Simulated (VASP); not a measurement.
Wanted: the native input for a VASP 6.6.1 run.

* Task: single point
* Functional: LDA
* Potentials or basis: VASP PAW LDA potentials, release 64 (Al, N)
* Cutoff: 520 eV
* k mesh: 5 × 5 × 1
* Occupations: gaussian, width 0.1 eV
* Spin: no spin polarisation
* Dipole correction: yes
* Further INCAR settings: ALGO = Normal; EDIFF = 1e-07; NBANDS = 32

The structure of Al12N lies in POSCAR:

```
Al12N
1.0
    5.6336864727      0.0000000000      0.0000000000
    0.0000000000      5.6336864727      0.0000000000
    0.0000000000      0.0000000000     19.6042970528
Al N
12 1
Direct
    0.2500000000      0.2500000000      0.2040369001
    0.2500000000      0.7500000000      0.2040369001
    0.7500000000      0.2500000000      0.2040369001
    0.7500000000      0.7500000000      0.2040369001
    0.0000000000      0.0000000000      0.3086956402
    0.0000000000      0.5000000000      0.3086956402
    0.5000000000      0.0000000000      0.3086956402
    0.5000000000      0.5000000000      0.3086956402
    0.2500000000      0.2500000000      0.4133939121
    0.2500000000      0.7500000000      0.4133939121
    0.7500000000      0.2500000000      0.4133939121
    0.7500000000      0.7500000000      0.4133939121
    0.2500000000      0.4166666667      0.4856285627
```

One way to write it, as run:

INCAR

```
SYSTEM = Al12N
PREC     = Accurate       ! precision mode
ENCUT    = 520            ! plane-wave cutoff, eV
EDIFF    = 1E-7           ! SCF threshold, eV
ISMEAR   = 0              ! smearing method
SIGMA    = 0.1            ! smearing width, eV
LREAL    = .False.        ! projectors in reciprocal space
LASPH    = .True.         ! aspherical terms in the spheres
NELM     = 100            ! most SCF steps
ALGO     = Normal         ! electronic algorithm
ISIF     = 2              ! what is computed and relaxed
LWAVE    = .False.        ! write WAVECAR
LCHARG   = .False.        ! write CHGCAR
LDIPOL   = .True.       
IDIPOL   = 3            
DIPOL    = 0.5 0.5 0.322
NBANDS   = 32             ! bands
```

KPOINTS

```
Automatic mesh
0
Gamma
  5 5 1
  0 0 0
```

Potentials or basis: VASP PAW LDA potentials, release 64 (Al, N).

Run with:

```sh
$ cat potpaw_LDA.64/Al/POTCAR potpaw_LDA.64/N/POTCAR > POTCAR
$ mpirun -np 1 vasp_std > vasp.out
```

It gave:

```json
{"Largest force": "2.929 eV/Å"}
```

Wall time 6.6 min on 1 thread of Intel(R) Xeon(R) Platinum 8488C (Sapphire Rapids), on a shared host, peak memory 0.49 GiB.
